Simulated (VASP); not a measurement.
# Al3Ga5N8 (P1) in VASP: single point with PBE0

Aim: the single point of Al3Ga5N8 with PBE0.

Everything below comes from runs of VASP 6.6.1. Logs are shortened: lines on timing, memory, paths and dates and some standing lists are left out, and cuts for length are marked.

## 1. The cell of the first run

The typed cell holds 16 atoms: a = 8.905 Å, b = 4.452 Å, c = 4.452 Å, α = 90.00°, β = 90.00°, γ = 90.00°.

## 2. Single point, PBE0

The input, POSCAR:

```
Al3Ga5N8
1.0
    8.9047390000      0.0000000000      0.0000000000
    0.0000000000      4.4523690000      0.0000000000
    0.0000000000      0.0000000000      4.4523690000
Al Ga N
3 5 8
Direct
    0.9983490000      0.0327150000      0.9981750000
    0.2394760000      0.4723400000      0.0248540000
    0.0035270000      0.5176500000      0.5134490000
    0.5227560000      0.9939750000      0.0124230000
    0.7518820000      0.4633230000      0.0052980000
    0.2346150000      0.9812850000      0.5191070000
    0.7502360000      0.0091840000      0.5020700000
    0.5025700000      0.5216100000      0.5539270000
    0.1385130000      0.2357930000      0.2279170000
    0.6321250000      0.2733250000      0.2267280000
    0.3603020000      0.7437320000      0.2064650000
    0.8664370000      0.7289880000      0.2332490000
    0.3715650000      0.2500870000      0.7651040000
    0.8709530000      0.2687880000      0.7416810000
    0.1324780000      0.7366490000      0.7366270000
    0.6063030000      0.7290670000      0.7828900000
```

The input, INCAR.step1:

```
  ALGO = Normal
  EDIFF = 1E-5
  ENCUT = 520
  GGA = PE
  ISIF = 2
  ISMEAR = -1
  KPAR = 2
  LASPH = T
  LREAL = Auto
  LWAVE = T
  NBANDS = 71
  NELM = 60
  PREC = Accurate
  SIGMA = 0.05
```

The input, INCAR.step2:

```
  AEXX = 0.25
  ALGO = Normal
  EDIFF = 1E-6
  ENCUT = 520
  GGA = PE
  ISIF = 2
  ISMEAR = -1
  ISTART = 1
  KPAR = 2
  LASPH = T
  LCHARG = T
  LHFCALC = T
  LREAL = Auto
  LVHAR = T
  LWAVE = F
  NBANDS = 71
  NELM = 60
  PREC = Accurate
  PRECFOCK = Fast
  SIGMA = 0.05
```

The input, KPOINTS:

```
Automatic mesh
0
Gamma
  2 2 2
  0.5 0.5 0.5
```

Potentials or basis: VASP PAW PBE potentials, release 64 (Al, Ga_d, N).

Run with:

```bash
$ cat potpaw_PBE.64/Al/POTCAR potpaw_PBE.64/Ga_d/POTCAR potpaw_PBE.64/N/POTCAR > POTCAR
$ cp INCAR.step1 INCAR
$ mpirun -np 2 vasp_std > vasp.out
$ cp INCAR.step2 INCAR
$ mpirun -np 2 vasp_std > vasp.out
```

OUTCAR:

```text
AEXX = 0.25
   EDIFF = 1E-6
   ENCUT = 520
   GGA = PE
   ISIF = 2
   ISMEAR = -1
   ISTART = 1
   LASPH = T
   LHFCALC = T
   LREAL = Auto
   NELM = 60
   PREC = Accurate
   PRECFOCK = Fast

 ion  position               nearest neighbor table
   1  0.998  0.033  0.998-   9 1.85  14 1.92  12 2.07  15 2.13   2 2.91   5 2.91   6 3.00   3 3.05
                             7 3.13   6 3.14   3 3.15   3 3.15   3 3.24   2 3.29
   2  0.239  0.472  0.025-   9 1.65  11 1.81  13 1.92  15 1.98   1 2.91   3 3.03   6 3.10   3 3.10
                             6 3.14   1 3.29
   3  0.004  0.518  0.513-  15 1.80  14 1.91  12 1.98   9 2.15   6 2.91   2 3.03   1 3.05   2 3.10
                             5 3.14   1 3.15   1 3.15   1 3.24
   4  0.523  0.994  0.012-  16 1.73  10 1.85  11 2.02  13 2.08   5 2.92
   5  0.752  0.463  0.005-  10 1.68  14 1.80  12 1.86  16 2.02   1 2.91   4 2.92   3 3.14
   6  0.235  0.981  0.519-  15 1.72   9 1.92  13 2.03  11 2.08   3 2.91   1 3.00   2 3.10   2 3.14
                             1 3.14
   7  0.750  0.009  0.502-  14 1.91  10 2.00  12 2.01  16 2.18   1 3.13
   8  0.503  0.522  0.554-  16 1.66  13 1.93  10 2.16  11 2.23
   9  0.139  0.236  0.228-   2 1.65   1 1.85   6 1.92   3 2.15
  10  0.632  0.273  0.227-   5 1.68   4 1.85   7 2.00   8 2.16
  11  0.360  0.744  0.206-   2 1.81   4 2.02   6 2.08   8 2.23
  12  0.866  0.729  0.233-   5 1.86   3 1.98   7 2.01   1 2.07
  13  0.372  0.250  0.765-   2 1.92   8 1.93   6 2.03   4 2.08
  14  0.871  0.269  0.742-   5 1.80   7 1.91   3 1.91   1 1.92
  15  0.132  0.737  0.737-   6 1.72   3 1.80   2 1.98   1 2.13
  16  0.606  0.729  0.783-   8 1.66   4 1.73   5 2.02   7 2.18

  LATTYP: Found a simple tetragonal cell.
 ALAT       =     4.4523690000
 C/A-ratio  =     2.0000002246

  Lattice vectors:

 A1 = (   0.0000000000,   4.4523690000,   0.0000000000)
 A2 = (   0.0000000000,   0.0000000000,   4.4523690000)
 A3 = (   8.9047390000,   0.0000000000,   0.0000000000)

Analysis of symmetry for initial positions (statically):
=====================================================================
 Subroutine PRICEL returns:
 Original cell was already a primitive cell.

 Routine SETGRP: Setting up the symmetry group for a
 simple tetragonal supercell.

 Subroutine GETGRP returns: Found  1 space group operations
 (whereof  1 operations were pure point group operations)
 out of a pool of 16 trial point group operations.

The static configuration has the point symmetry C_1 .

Analysis of symmetry for dynamics (positions and initial velocities):
=====================================================================
 Subroutine PRICEL returns:
 Original cell was already a primitive cell.

[... 132 lines left out ...]
   IMIX   =      1    mixing-type and parameters
     AMIX     =   0.40;   BMIX     =  1.00
     AMIX_MAG =   1.60;   BMIX_MAG =  1.00
  volume/ion in A,a.u.               =      11.03        74.45
  Fermi-wavevector in a.u.,A,eV,Ry     =   1.415061  2.674078 27.244289  2.002399
  Thomas-Fermi vector in A             =   2.536539
   LORBIT       =      0    0 simple, 1 ext, 2 COOP (PROOUT), +10 PAW based schemes
   GGA     = PE    functional components
   LHFCALC =     T    Hartree Fock is set to
   PRECFOCK=fast      Normal, Fast or Accurate (Low or Medium for compatibility)
   ENCUT4O =  -1.0   cutoff for four orbital integrals eV
   NKREDX  =     1    reduce k-point grid by
   NKREDY  =     1    reduce k-point grid by
   NKREDZ  =     1    reduce k-point grid by
   AEXX    =    0.2500 exact exchange contribution
   HFSCREEN=    0.0000 screening length (either q_TF or 0.3 A-1)
   HFSCREENC=   0.0000 screening length for correlation (either q_TF or 0.3 A-1)
   ENCUTFOCK=  -1.0 apply spherical cutoff to Coloumb kernel
   IVDW    =     0    specifies the selected vdW correction
   LEPSILON=     F    determine dielectric tensor
   LRPA    =     F    only Hartree local field effects (RPA)
 non-spin polarized calculation
  energy-cutoff  :      520.00
  volume of cell :      176.52
 maximum number of plane-waves:      4762
 NGX is ok and might be reduce to    70
  NGX = 36; NGY = 18; NGZ = 18

 number of electron     114.0000022 magnetization

 Free energy of the ion-electron system (eV)
  ---------------------------------------------------
  ext. energy  EPLUGINS =         0.00000000
  ---------------------------------------------------
  free energy    TOTEN  =      -127.20036954 eV

  energy without entropy =     -127.20036954  energy(sigma->0) =     -127.20036954

 E-fermi :   6.5205     XC(G=0):  -8.9740

 val. band max:        5.3642272009   @ k =   0.2500   0.2500   0.2500
 cond. band min:      10.3217158483   @ k =   0.2500  -0.2500  -0.2500
 fundamental gap:      4.9574886474
 Fermi energy:         6.5204716073

 k-point     1 :       0.2500    0.2500    0.2500
  band No.  band energies     occupation
      1     -13.4266      2.00000
      2     -13.1455      2.00000
      3     -12.9877      2.00000
      4     -12.3249      2.00000
      5     -12.1146      2.00000
      6     -11.6672      2.00000
[... 277 lines left out ...]
     68      14.6965      0.00000
     69      15.0261      0.00000
 [bands above 69 left out]

------------------------ aborting loop because EDIFF is reached ----------------------------------------

  FORCE on cell =-STRESS in cart. coord.  units (eV):
  Direction    XX          YY          ZZ          XY          YZ          ZX
  --------------------------------------------------------------------------------------
  -------------------------------------------------------------------------------------
  Total        7.8564388     13.4718761     11.2293313     11.5592717      2.0670819     -3.9134996
  in kB       71.3071070    122.2742952    101.9203679    104.9149934     18.7613795    -35.5199526
  external PRESSURE =      98.5005901 kB  Pullay stress =       0.0000000 kB

 VOLUME and BASIS-vectors are now :
 -----------------------------------------------------------------------------
  energy-cutoff  :      520.00
  volume of cell :      176.52
      direct lattice vectors                 reciprocal lattice vectors
     8.904739000  0.000000000  0.000000000     0.112299754  0.000000000  0.000000000
     0.000000000  4.452369000  0.000000000     0.000000000  0.224599533  0.000000000
     0.000000000  0.000000000  4.452369000     0.000000000  0.000000000  0.224599533

 POSITION                                       TOTAL-FORCE (eV/Angst)
 -----------------------------------------------------------------------------------
      8.89004      0.14566      4.44424         0.162588     -2.707781     -0.080588
      2.13247      2.10303      0.11066         4.653431      3.275062     -3.811199
      0.03141      2.30477      2.28606        -0.722147     -0.768593     -2.014337
      4.65501      4.42554      0.05531        -5.972999      1.659309      1.648633
      6.69531      2.06288      0.02359         1.037353      4.609640     -1.924727
      2.08919      4.36904      2.31126         5.404867      2.279300     -2.885487
[... 8 lines left out ...]
      1.17968      3.27983      3.27974        -4.214802     -1.651791      3.608240
      5.39897      3.24608      3.48572         7.493573      2.296079     -0.298114
 -----------------------------------------------------------------------------------
    total drift:                               -0.001155     -0.002872     -0.007574

  FREE ENERGIE OF THE ION-ELECTRON SYSTEM (eV)
  ---------------------------------------------------
  free  energy   TOTEN  =      -127.2003695426 eV

  energy  without entropy=     -127.2003695425  energy(sigma->0) =     -127.20036954
```

OSZICAR.step1:

```text
N       E                     dE             d eps       ncg     rms          rms(c)
DAV:   1     0.151680787054E+04    0.15168E+04   -0.47407E+04   644   0.260E+03
DAV:   2     0.266717596746E+03   -0.12501E+04   -0.11719E+04   576   0.786E+02
DAV:   3    -0.813074500371E+02   -0.34803E+03   -0.32953E+03   691   0.255E+02
DAV:   4    -0.116503485576E+03   -0.35196E+02   -0.34689E+02   688   0.869E+01
DAV:   5    -0.118454031412E+03   -0.19505E+01   -0.19433E+01   848   0.214E+01    0.239E+01
DAV:   6    -0.982655380459E+02    0.20188E+02   -0.63861E+01  1080   0.759E+01    0.713E+00
DAV:   7    -0.991326280315E+02   -0.86709E+00   -0.12148E+01   672   0.180E+01    0.594E+00
DAV:   8    -0.990485620112E+02    0.84066E-01   -0.12643E+00   856   0.146E+01    0.215E+00
DAV:   9    -0.990228477637E+02    0.25714E-01   -0.21952E-01   832   0.951E+00    0.687E-01
DAV:  10    -0.990246327798E+02   -0.17850E-02   -0.10011E-01   760   0.249E+00    0.341E-01
DAV:  11    -0.990257296255E+02   -0.10968E-02   -0.15003E-02   736   0.126E+00    0.208E-01
DAV:  12    -0.990261937961E+02   -0.46417E-03   -0.29035E-03   832   0.839E-01    0.891E-02
DAV:  13    -0.990263351954E+02   -0.14140E-03   -0.96640E-04   696   0.534E-01    0.178E-02
DAV:  14    -0.990263912110E+02   -0.56016E-04   -0.51712E-04   792   0.161E-01    0.139E-02
DAV:  15    -0.990263925095E+02   -0.12985E-05   -0.33523E-05   448   0.903E-02
   1 F= -.99026393E+02 E0= -.99026393E+02  d E =-.969243E-10
```

It took 11 min on 2 MPI ranks of Intel Xeon Platinum 8259CL at 2.50GHz (Skylake/Cascade Lake), shared host; peak memory 0.33 GiB.

Results:

* Free energy: -127.2004 eV
* Pressure: 9.9 GPa
* Largest force: 9.014 eV/Å
* Band gap on the k mesh: 4.96 eV

Forces in eV/Å, atoms in the order of the input:
```
Al   0.163 -2.708 -0.081
Al   4.653  3.275 -3.811
Al  -0.722 -0.769 -2.014
Ga  -5.973  1.659  1.649
Ga   1.037  4.610 -1.925
Ga   5.405  2.279 -2.885
Ga  -0.813 -1.305 -0.789
Ga  -5.625 -3.784 -5.941
N   -5.822 -1.384  3.408
N   -2.559 -3.461  5.581
N    1.657  0.787  3.361
N    2.639  2.487  1.509
N   -0.018 -0.657 -0.505
N    2.699 -1.674 -0.867
N   -4.215 -1.652  3.608
N    7.494  2.296 -0.298
```

Caveat: the k points lie up to 0.71 Å⁻¹ apart; the PAW data sets were made with another functional, which shifts forces and pressure a little; a shifted mesh leaves out Γ, where band edges can lie. A k mesh can miss the band edges.
